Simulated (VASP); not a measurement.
Here is a VASP 6.6.1 calculation.

Contents of INCAR:

```
PREC = Accurate
ENCUT = 520
EDIFF = 1E-6
ISMEAR = 0
SIGMA = 0.15
LREAL = False
LASPH = True
NELM = 100
ALGO = Fast
ISIF = 2
LWAVE = False
LCHARG = False
GGA = PS
NBANDS = 30
```

The input KPOINTS:

```
Automatic mesh
0
Gamma
  12 12 4
```

File POSCAR:

```
La
1.0
    3.7711000000      0.0000000000      0.0000000000
   -1.8855500000      3.2658684002      0.0000000000
    0.0000000000      0.0000000000     11.7108379461
La
4
Direct
    0.0000000000      0.0000000000      0.0000000000
    0.0000000000      0.0000000000      0.5000000000
    0.3333333333      0.6666666667      0.2500000000
    0.6666666667      0.3333333333      0.7500000000
```

Potentials or basis: VASP PAW PBE potentials, release 64 (La).

Command:

```console
$ cat potpaw_PBE.64/La/POTCAR > POTCAR
$ mpirun -np 1 vasp_std > vasp.out
```

**Question.** Predict the pressure.

**Answer.** -1.4 GPa.

**Question.** What does it give for the band gap on the k mesh?

**Answer.** Zero (bands 22 and 23 overlap by 1.16 eV).

Stress tensor (GPa, compression positive):
```
-1.92  0.00  0.00
 0.00 -1.92  0.00
 0.00  0.00 -0.29
```

Caveat: the PAW data sets were made with another functional, which shifts forces and pressure a little; spin-orbit coupling is left out, which moves the levels of the heavy elements.
